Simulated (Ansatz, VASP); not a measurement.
**AlGa3N4: VASP beside Ansatz**

```
Al Ga N
1.0
     4.57932    0.00000    0.00000
     0.00000    4.57932    0.00000
     0.00000    0.00000    4.46763
Al Ga N
1 3 4
Direct
  0.00000 0.00000 0.00000
  0.50000 0.50000 0.00000
  0.50000 0.00000 0.50000
  0.00000 0.50000 0.50000
  0.75503 0.75503 0.24497
  0.75503 0.24497 0.75503
  0.24497 0.75503 0.75503
  0.24497 0.24497 0.24497
```

Change from the starting cell: strain +0.025 along x and y, +0.000 along z, atoms carried along.

Alike in both runs: task single point; functional PBEsol; k mesh 6 × 6 × 6; occupations gaussian, width 0.05 eV; no spin polarisation.

|  | VASP | Ansatz |
| --- | --- | --- |
| version | VASP 6.6.1 | Ansatz 0.2.0 |
| potentials or method | VASP PAW PBE potentials, release 64 (Al, Ga_d, N), cutoff 520 eV | scalar-relativistic, plane waves, PAW |
| valence electrons in the cell | 62 | 62 |

```tsv
	VASP	Ansatz	Ansatz less VASP
gap on the k mesh at the Fermi level (eV)	1.90	1.88	-0.016
least direct gap on the mesh (eV)	1.90	1.88	-0.016
pressure (GPa)	-8.6	-8.6	+0.09
traceless stress, the component that is largest in VASP (GPa)	2.01	2.00	-0.012
rms of the force components (eV/Å)	0.009	0.009	-0.0002
```

VASP's potentials were made for PBE, not for PBEsol. Atom by atom the forces differ by 0.001 eV/Å (rms over components).
